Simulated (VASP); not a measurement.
# SnO2 (I4_1/amd) in VASP: notebook

The runs below take SnO2 through single point, with PBE.

Program: VASP 6.6.1. These are calculated values, not measurements. Logs are shortened: lines on timing, memory, paths and dates and some standing lists are left out, and cuts for length are marked.

## (1) The cell of the first run

It takes space group I4_1/amd (No. 141, tetragonal). Conventional cell: a = 4.000 Å, b = 4.000 Å, c = 10.247 Å, α = 90.00°, β = 90.00°, γ = 90.00°. Sn (site symmetry -4m2) has 6 O at 2.06 to 2.09 Å within 2.7 Å. Within 2.7 Å of O (site symmetry 2mm) lie 3 Sn at 2.06 to 2.09 Å and 2 O at 2.57 Å.

## (2) Single point, PBE

INCAR

```
ALGO     = Normal         # electronic algorithm
EDIFF    = 1E-6           # SCF threshold, eV
ENCUT    = 520            # plane-wave cutoff, eV
GGA      = PE             # functional
ISIF     = 2              # what is computed and relaxed
ISMEAR   = 0              # smearing method
LASPH    = True           # aspherical terms in the spheres
LCHARG   = False          # write CHGCAR
LREAL    = False          # projectors in reciprocal space
LWAVE    = False          # write WAVECAR
NBANDS   = 35             # bands
NELECT   = 51.5         
NELM     = 100            # most SCF steps
PREC     = Accurate       # precision mode
SIGMA    = 0.05           # smearing width, eV
```

KPOINTS

```
k-points
0
Gamma
  8 8 8
```

POSCAR

```
SnO2
1.0
    0.0000000000     -4.0001372224      0.0000000000
    4.0001372224      0.0000000000      0.0000000000
   -2.0000686112      2.0000686112      5.1236788559
Sn O
2 4
Direct
    0.7500000000      0.2500000000      0.5000000000
    0.0000000000      0.0000000000      0.0000000000
    0.7965225900      0.7965225900      0.5930451800
    0.9534774100      0.4534774100      0.9069548200
    0.2034774100      0.2034774100      0.4069548200
    0.5465225900      0.0465225900      0.0930451800
```

Potentials or basis: VASP PAW PBE potentials, release 64 (Sn_d, O).

Launch:

```
$ cat potpaw_PBE.64/Sn_d/POTCAR potpaw_PBE.64/O/POTCAR > POTCAR
$ mpirun -np 1 vasp_std > vasp.out
```

OUTCAR:

```text
EDIFF = 1E-6
   ENCUT = 520
   GGA = PE
   ISIF = 2
   ISMEAR = 0
   LASPH = True
   LREAL = False
   NELECT = 51.5
   NELM = 100
   PREC = Accurate

 ion  position               nearest neighbor table
   1  0.750  0.250  0.500-   3 2.06   5 2.06   3 2.06   5 2.06   6 2.09   4 2.09   2 3.25   2 3.25
                             2 3.25   2 3.25
   2  0.000  0.000  0.000-   4 2.06   6 2.06   6 2.06   4 2.06   3 2.09   5 2.09   1 3.25   1 3.25
                             1 3.25   1 3.25
   3  0.797  0.797  0.593-   1 2.06   1 2.06   2 2.09
   4  0.953  0.453  0.907-   2 2.06   2 2.06   1 2.09
   5  0.203  0.203  0.407-   1 2.06   1 2.06   2 2.09
   6  0.547  0.047  0.093-   2 2.06   2 2.06   1 2.09

  LATTYP: Found a body centered tetragonal cell.
 ALAT       =     4.0001372224
 C/A-ratio  =     2.5617515455

  Lattice vectors:

 A1 = (  -2.0000686112,  -2.0000686112,  -5.1236788559)
 A2 = (   2.0000686112,   2.0000686112,  -5.1236788559)
 A3 = (   2.0000686112,  -2.0000686112,   5.1236788559)

Analysis of symmetry for initial positions (statically):
=====================================================================
 Subroutine PRICEL returns:
 Original cell was already a primitive cell.

 Routine SETGRP: Setting up the symmetry group for a
 body centered tetragonal supercell.

 Subroutine GETGRP returns: Found 16 space group operations
 (whereof  8 operations were pure point group operations)
 out of a pool of 16 trial point group operations.

The static configuration has the point symmetry D_2d.
 The point group associated with its full space group is D_4h.

Analysis of symmetry for dynamics (positions and initial velocities):
=====================================================================
 Subroutine PRICEL returns:
 Original cell was already a primitive cell.

 Routine SETGRP: Setting up the symmetry group for a
 body centered tetragonal supercell.

 Subroutine GETGRP returns: Found 16 space group operations
 (whereof  8 operations were pure point group operations)
 out of a pool of 16 trial point group operations.

The dynamic configuration has the point symmetry D_2d.
 The point group associated with its full space group is D_4h.

 Subroutine INISYM returns: Found 16 space group operations
 (whereof  8 operations are pure point group operations),
 and found     1 'primitive' translations

----------------------------------------------------------------------------------------

                                     Primitive cell

  volume of cell :      81.9845

  direct lattice vectors                    reciprocal lattice vectors
     0.000000000 -4.000137222  0.000000000     0.000000000 -0.249991424  0.097586132
     4.000137222  0.000000000  0.000000000     0.249991424  0.000000000  0.097586132
    -2.000068611  2.000068611  5.123678856     0.000000000  0.000000000  0.195172264

  length of vectors
     4.000137222  4.000137222  5.852574982     0.268363122  0.268363122  0.195172264

  position of ions in fractional coordinates (direct lattice)
     0.750000000  0.250000000  0.500000000
     0.000000000  0.000000000  0.000000000
     0.796522590  0.796522590  0.593045180
     0.953477410  0.453477410  0.906954820
     0.203477410  0.203477410  0.406954820
     0.546522590  0.046522590  0.093045180

  ion indices of the primitive-cell ions
   primitive index   ion index
                 1           1
                 2           2
                 3           3
                 4           4
                 5           5
                 6           6

----------------------------------------------------------------------------------------

 KPOINTS: k-points

Automatic generation of k-mesh.
 Grid dimensions read from file:
 generate k-points for:    8    8    8

 Generating k-lattice:

  Cartesian coordinates                     Fractional coordinates (reciprocal lattice)
     0.000000000 -0.031248928  0.012198266     0.125000000  0.000000000  0.000000000
     0.031248928  0.000000000  0.012198266     0.000000000  0.125000000  0.000000000
     0.000000000  0.000000000  0.024396533     0.000000000  0.000000000  0.125000000

  Length of vectors
     0.033545390  0.033545390  0.024396533

  Shift w.r.t. Gamma in fractional coordinates (k-lattice)
     0.000000000  0.000000000  0.000000000

 Subroutine IBZKPT returns following result:
 ===========================================

 Found     59 irreducible k-points:

 Following reciprocal coordinates:
            Coordinates               Weight
  0.000000  0.000000  0.000000      1.000000
  0.125000  0.000000  0.000000      8.000000
  0.250000  0.000000  0.000000      8.000000
  0.375000  0.000000  0.000000      8.000000
  0.500000  0.000000  0.000000      4.000000
  0.125000  0.125000  0.000000      8.000000
[... 16 lines left out ...]
  0.125000  0.000000  0.125000      8.000000
  0.250000  0.000000  0.125000      8.000000
 [... further k-points ...]
   k-points           NKPTS =     59   k-points in BZ     NKDIM =     59   number of bands    NBANDS=     35
   number of dos      NEDOS =    301   number of ions     NIONS =      6
   total plane-waves  NPLWV =  43200
   dimension x,y,z NGX =    30 NGY =   30 NGZ =   48
   dimension x,y,z NGXF=    60 NGYF=   60 NGZF=   96
   ions per type =               2   4
   NGX,Y,Z   is equivalent  to a cutoff of  12.47, 12.47, 13.63 a.u.
   NGXF,Y,Z  is equivalent  to a cutoff of  24.94, 24.94, 27.27 a.u.
 SYSTEM =  unknown system
   PREC   = accura    normal or accurate (medium, high low for compatibility)
   ISTART =      0    job   : 0-new  1-cont  2-samecut
   ICHARG =      2    charge: 1-file 2-atom 10-const
   ISPIN  =      1    spin polarized calculation?
   LNONCOLLINEAR =      F non collinear calculations
   LSORBIT =      F    spin-orbit coupling
   LASPH  =      T    aspherical Exc in radial PAW
   ENCUT  =  520.0 eV  38.22 Ry    6.18 a.u.   7.44  7.44 10.88*2*pi/ulx,y,z
   NELM   =    100;   NELMIN=  2; NELMDL= -5     # of ELM steps
   EDIFF  = 0.1E-05   stopping-criterion for ELM
   LREAL  =      F    real-space projection
   EDIFFG = 0.1E-04   stopping-criterion for IOM
   NSW    =      0    number of steps for IOM
   IBRION =     -1    ionic relax: 0-MD 1-quasi-New 2-CG
   NFREE  =      0    steps in history (QN), initial steepest desc. (CG)
   ISIF   =      2    stress and relaxation
   ISYM   =      2    0-nonsym 1-usesym 2-fastsym
   POTIM  = 0.5000    time-step for ionic-motion
   TEBEG  =    0.0;   TEEND  =   0.0 temperature during run
   PSTRESS=    0.0 pullay stress
   NELECT =      51.5000    total number of electrons
   NUPDOWN=      -1.0000    fix difference up-down
   EMIN   =  10.00;   EMAX   =-10.00  energy-range for DOS
   EFERMI =   0.00;   METHOD = LEGACY
   ISMEAR =     0;   SIGMA  =   0.05  broadening in eV -4-tet -1-fermi 0-gaus
   EFERMI_NEDOS =   21; number of points for ismear=-14 and -15
   IALGO  =     38    algorithm
   IMIX   =      4    mixing-type and parameters
     AMIX     =   0.40;   BMIX     =  1.00
     AMIX_MAG =   1.60;   BMIX_MAG =  1.00
  volume/ion in A,a.u.               =      13.66        92.21
  Fermi-wavevector in a.u.,A,eV,Ry     =   1.402060  2.649510 26.745965  1.965773
  Thomas-Fermi vector in A             =   2.524860
   LORBIT       =      0    0 simple, 1 ext, 2 COOP (PROOUT), +10 PAW based schemes
   GGA     = PE    functional components
   LHFCALC =     F    Hartree Fock is set to
   AEXX    =    0.0000 exact exchange contribution
   IVDW    =     0    specifies the selected vdW correction
   LEPSILON=     F    determine dielectric tensor
   LRPA    =     F    only Hartree local field effects (RPA)
 non-spin polarized calculation
 Gauss-broadening in eV      SIGMA  =   0.05
  energy-cutoff  :      520.00
  volume of cell :       81.98
 maximum number of plane-waves:      2244
 NGX is ok and might be reduce to    30
   NGX = 15   NGY = 15   NGZ = 21

 number of electron      51.5000003 magnetization

 Free energy of the ion-electron system (eV)
  ---------------------------------------------------
  ext. energy  EPLUGINS =         0.00000000
  ---------------------------------------------------
  free energy    TOTEN  =       -38.83863401 eV

  energy without entropy =      -38.83167480  energy(sigma->0) =      -38.83515441

 E-fermi :   3.6839     XC(G=0): -10.1890

 val. band max:        3.6764160935   @ k =  -0.2500   0.3750   0.1250
 cond. band min:       3.6925067043   @ k =  -0.3750   0.2500   0.0000
 fundamental gap:      0.0160906109
 Fermi energy:         3.6839456842

 k-point     1 :       0.0000    0.0000    0.0000
  band No.  band energies     occupation
      1     -16.3655      2.00000
      2     -16.3508      2.00000
      3     -16.2059      2.00000
      4     -15.6040      2.00000
      5     -15.4951      2.00000
      6     -15.4951      2.00000
[... 27 lines left out ...]
     34      16.4754      0.00000
     35      16.4768      0.00000

 k-point     2 :       0.1250    0.0000    0.0000
  band No.  band energies     occupation
      1     -16.3929      2.00000
      2     -16.2702      2.00000
      3     -16.1818      2.00000
      4     -15.6119      2.00000
      5     -15.4986      2.00000
      6     -15.4919      2.00000
[... 27 lines left out ...]
     34      15.9305      0.00000
     35      16.2126      0.00000

 k-point     3 :       0.2500    0.0000    0.0000
  band No.  band energies     occupation
      1     -16.3930      2.00000
      2     -16.1980      2.00000
      3     -16.0617      2.00000
      4     -15.6327      2.00000
      5     -15.5066      2.00000
      6     -15.4851      2.00000
[... 27 lines left out ...]
     34      15.6544      0.00000
     35      15.7108      0.00000
[... 723 lines left out ...]
 k-point    23 :       0.1250    0.0000    0.1250
  band No.  band energies     occupation
      1     -16.4740      2.00000
      2     -16.2833      2.00000
      3     -16.1152      2.00000
      4     -15.5379      2.00000
      5     -15.5101      2.00000
      6     -15.5058      2.00000
[... 27 lines left out ...]
     34      16.0961      0.00000
     35      16.2300      0.00000

 k-point    24 :       0.2500    0.0000    0.1250
  band No.  band energies     occupation
      1     -16.4438      2.00000
      2     -16.2612      2.00000
      3     -15.9757      2.00000
      4     -15.5335      2.00000
      5     -15.5172      2.00000
      6     -15.5068      2.00000
[... 27 lines left out ...]
     34      15.7266      0.00000
     35      16.1953      0.00000

 [... further k-points ...]
[... 5 lines left out ...]
  --------------------------------------------------------------------------------------
  -------------------------------------------------------------------------------------
  Total       -1.8347435     -1.8347435     -1.1106833      0.0000000      0.0000000      0.0000000
  in kB      -35.8553745    -35.8553745    -21.7054683      0.0000000      0.0000000      0.0000000
  external PRESSURE =     -31.1387391 kB  Pullay stress =       0.0000000 kB

 VOLUME and BASIS-vectors are now :
 -----------------------------------------------------------------------------
  energy-cutoff  :      520.00
  volume of cell :       81.98
      direct lattice vectors                 reciprocal lattice vectors
     0.000000000 -4.000137222  0.000000000     0.000000000 -0.249991424  0.097586132
     4.000137222  0.000000000  0.000000000     0.249991424  0.000000000  0.097586132
    -2.000068611  2.000068611  5.123678856     0.000000000  0.000000000  0.195172264

 POSITION                                       TOTAL-FORCE (eV/Angst)
 -----------------------------------------------------------------------------------
      0.00000     -2.00007      2.56184         0.000000     -0.000000      0.000000
      0.00000      0.00000      0.00000        -0.000000      0.000000      0.000000
      2.00007     -2.00007      3.03857        -0.000000      0.000000     -0.241778
     -0.00000     -2.00007      4.64695         0.000000     -0.000000      0.241778
     -0.00000      0.00000      2.08511         0.000000     -0.000000      0.241778
      0.00000     -2.00007      0.47673        -0.000000      0.000000     -0.241778
 -----------------------------------------------------------------------------------
    total drift:                                0.000000     -0.000000      0.000000

  FREE ENERGIE OF THE ION-ELECTRON SYSTEM (eV)
  ---------------------------------------------------
  free  energy   TOTEN  =       -38.8386340098 eV

  energy  without entropy=      -38.8316748018  energy(sigma->0) =      -38.83515441
```

Wall time 79 s (1 thread of Intel Xeon 6975P-C (Granite Rapids), shared host); peak memory 0.27 GiB.

Results:

```yaml
Free_energy: -38.8386 eV
Largest_force: 0.242 eV/Å
```

Forces in eV/Å, atoms in the order of the input:
```
Sn   0.000  0.000  0.000
Sn   0.000  0.000  0.000
O    0.000  0.000 -0.242
O    0.000  0.000  0.242
O    0.000  0.000  0.242
O    0.000  0.000 -0.242
```

Levels at points of the mesh, in eV from the Fermi level:
```
           k point  band 23  band 24  band 25  band 26  band 27  band 28  band 29  band 30
(0.00, 0.00, 0.00)    -0.53    -0.53    -0.27    -0.27     1.98     5.82     9.97    10.25
(0.50, 0.00, 0.00)    -0.63    -0.62    -0.42    -0.22     5.25     6.52     8.34     9.07
(0.50, 0.50, 0.00)    -0.63    -0.63     0.07     0.07     7.61     7.61     8.11     8.11
(0.00, 0.00, 0.50)    -0.86    -0.86    -0.17    -0.17     4.52     4.52     8.24     8.24
```

Caveat: the cell carries a net charge on a neutralising background, which shifts energy and pressure; the cell is charged against a uniform background, so pressure and absolute levels hang on convention; spin-orbit coupling is left out, which moves the levels of the heavy elements.

## (3) Single point, PBE

INCAR

```
PREC = Accurate ; ENCUT = 520
EDIFF = 1E-7 ; ISMEAR = 0
SIGMA = 0.05 ; LREAL = False
LASPH = True ; NELM = 100
ALGO = Normal ; ISIF = 2
LWAVE = False ; LCHARG = False
GGA = PE ; NELECT = 52.5
NBANDS = 35
```

KPOINTS

```
Automatic mesh
0
Gamma
  8 8 8
```

POSCAR is that of step 2.

Potentials or basis: VASP PAW PBE potentials, release 64 (Sn_d, O).

Launch:

```
$ cat potpaw_PBE.64/Sn_d/POTCAR potpaw_PBE.64/O/POTCAR > POTCAR
$ mpirun -np 1 vasp_std > vasp.out
```

It took 82 s on 1 thread of Intel Xeon 6975P-C (Granite Rapids), shared host; peak memory 0.27 GiB.

Results (log left out):

```
Free energy   : -33.1465 eV
Largest force : 0.426 eV/Å
```

Forces in eV/Å, atoms in the order of the input:
```
Sn   0.000  0.000  0.000
Sn   0.000  0.000  0.000
O    0.000  0.000 -0.426
O    0.000  0.000  0.426
O    0.000  0.000  0.426
O    0.000  0.000 -0.426
```

Levels at points of the mesh, in eV from the Fermi level:
```tsv
k point	band 23	band 24	band 25	band 26	band 27	band 28	band 29	band 30
(0.00, 0.00, 0.00)	-4.86	-4.86	-4.61	-4.61	-2.61	1.39	4.90	5.52
(0.50, 0.00, 0.00)	-5.01	-4.99	-4.79	-4.56	0.78	2.05	3.58	4.32
(0.50, 0.50, 0.00)	-4.99	-4.99	-4.26	-4.26	3.16	3.16	3.36	3.36
(0.00, 0.00, 0.50)	-5.23	-5.23	-4.51	-4.51	0.08	0.08	3.26	3.26
```

Caveat: the cell carries a net charge on a neutralising background, which shifts energy and pressure; the cell is charged against a uniform background, so pressure and absolute levels hang on convention; spin-orbit coupling is left out, which moves the levels of the heavy elements.

## (4) Single point, PBE

This run uses another cell than the first one, of 12.30 Å³/atom, 0.900 times its volume.

INCAR

```
SYSTEM = SnO2
  PREC = Accurate
  ENCUT = 520
  EDIFF = 1E-6
  ISMEAR = 0
  SIGMA = 0.05
  LREAL = .False.
  LASPH = .True.
  NELM = 60
  ALGO = Normal
  ISIF = 2
  LWAVE = .False.
  LCHARG = .False.
  GGA = PE
  NBANDS = 35
```

KPOINTS

```
regular mesh
0
Gamma
  8 8 8
  0 0 0
```

POSCAR: that of step 3 with these lines changed.

```diff
@@ -2,5 +2,5 @@
 1.0
-    0.0000000000     -4.0001372224      0.0000000000
-    4.0001372224      0.0000000000      0.0000000000
-   -2.0000686112      2.0000686112      5.1236788559
+    0.0000000000     -3.8620900252      0.0000000000
+    3.8620900252      0.0000000000      0.0000000000
+   -1.9310450126      1.9310450126      4.9468575455
 Sn O
```

Launch:

```
$ cat potpaw_PBE.64/Sn_d/POTCAR potpaw_PBE.64/O/POTCAR > POTCAR
$ mpirun -np 1 vasp_std > vasp.out
```

It took 61 s on 1 thread of Intel Xeon 6975P-C (Granite Rapids), shared host; peak memory 0.25 GiB.

The run converged. Its results:

* Free energy: -35.9732 eV
* Pressure: 31.8 GPa
* Largest force: 0.826 eV/Å
* Band gap on the k mesh: 2.81 eV, indirect (least direct gap 3.30 eV)

Forces in eV/Å, atoms in the order of the input:
```
Sn   0.000  0.000  0.000
Sn   0.000  0.000  0.000
O    0.000  0.000 -0.826
O    0.000  0.000  0.826
O    0.000  0.000  0.826
O    0.000  0.000 -0.826
```

Stress tensor (GPa, compression positive):
```
30.43  0.00  0.00
 0.00 30.43  0.00
 0.00  0.00 34.40
```

Levels at points of the mesh, in eV from the valence-band top:
```tsv
k point	band 23	band 24	band 25	band 26	band 27	band 28	band 29	band 30
(0.00, 0.00, 0.00)	-0.72	-0.72	-0.50	-0.50	2.81	6.84	9.93	10.43
(0.50, 0.00, 0.00)	-0.89	-0.87	-0.60	-0.28	6.20	7.43	8.68	9.46
(0.50, 0.50, 0.00)	-0.74	-0.74	-0.04	-0.04	8.45	8.45	8.65	8.65
(0.00, 0.00, 0.50)	-1.14	-1.14	-0.37	-0.37	5.52	5.52	8.05	8.05
```

Caveat: spin-orbit coupling is left out, which moves the levels of the heavy elements.

## (5) Single point, PBE

INCAR

```
PREC = Accurate
ENCUT = 520
EDIFF = 1E-7
ISMEAR = 0
SIGMA = 0.05
LREAL = F
LASPH = T
NELM = 80
ALGO = Normal
ISIF = 2
LWAVE = F
LCHARG = F
GGA = PE
NBANDS = 35
```

KPOINTS

```
Automatic mesh
0
Gamma
  8 8 8
```

POSCAR: that of step 4 with these lines changed.

```diff
@@ -2,5 +2,5 @@
 1.0
-    0.0000000000     -3.8620900252      0.0000000000
-    3.8620900252      0.0000000000      0.0000000000
-   -1.9310450126      1.9310450126      4.9468575455
+    0.0000000000     -4.0001372224      0.0000000000
+    4.0001372224      0.0000000000      0.0000000000
+   -2.0000686112      2.0000686112      5.1236788559
 Sn O
```

Launch:

```
$ cat potpaw_PBE.64/Sn_d/POTCAR potpaw_PBE.64/O/POTCAR > POTCAR
$ mpirun -np 1 vasp_std > vasp.out
```

It took 80 s on 1 thread of Intel Xeon 6975P-C (Granite Rapids), shared host; peak memory 0.27 GiB.

It converged, with:

| Item | Value |
| --- | --- |
| Free energy | -36.9021 eV |
| Pressure | 6.5 GPa |
| Largest force | 0.066 eV/Å |
| Band gap on the k mesh | 1.64 eV, indirect (least direct gap 2.02 eV) |

Forces in eV/Å, atoms in the order of the input:
```
Sn   0.000  0.000  0.000
Sn   0.000  0.000  0.000
O    0.000  0.000 -0.066
O    0.000  0.000  0.066
O    0.000  0.000  0.066
O    0.000  0.000 -0.066
```

Stress tensor (GPa, compression positive):
```
6.54 0.00 0.00
0.00 6.54 0.00
0.00 0.00 6.29
```

Levels at points of the mesh, in eV from the valence-band top:
```tsv
k point	band 24	band 25	band 26	band 27	band 28	band 29
(0.00, 0.00, 0.00)	-0.66	-0.38	-0.38	1.64	5.56	9.42
(0.50, 0.00, 0.00)	-0.75	-0.57	-0.38	4.97	6.24	7.96
(0.50, 0.50, 0.00)	-0.81	-0.04	-0.04	7.35	7.35	7.71
(0.00, 0.00, 0.50)	-1.01	-0.28	-0.28	4.26	4.26	7.74
```

Caveat: spin-orbit coupling is left out, which moves the levels of the heavy elements. A k mesh can miss the band edges.

[end of part 1 of 2]
